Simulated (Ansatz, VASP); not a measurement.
# Two plane-wave programs on AlCu

```
Al Cu
1.0
     2.99751    0.00000    0.00000
     0.00000    2.99751    0.00000
     0.00000    0.00000    2.99751
Al Cu
1 1
Direct
  0.00000 0.00000 0.00000
  0.50000 0.50000 0.50000
```

Alike in both runs: task single point; functional PBEsol; k mesh 10 × 10 × 10; no spin polarisation.

|  | VASP | Ansatz |
| --- | --- | --- |
| version | VASP 6.6.1 | Ansatz 0.2.0 |
| potentials or method | VASP PAW PBE potentials, release 64 (Al, Cu_sv_GW), cutoff 700 eV | plane waves, PAW |
| occupations | methfessel-paxton of order 1, width 0.1 eV | methfessel-paxton of order 1 |
| valence electrons in the cell | 22 | 22 |

Ansatz gave:

- pressure (GPa): -4.4

Task: Which values does VASP return?

Result: Pressure (GPa): -6.2.

VASP's potentials were made for PBE, not for PBEsol.
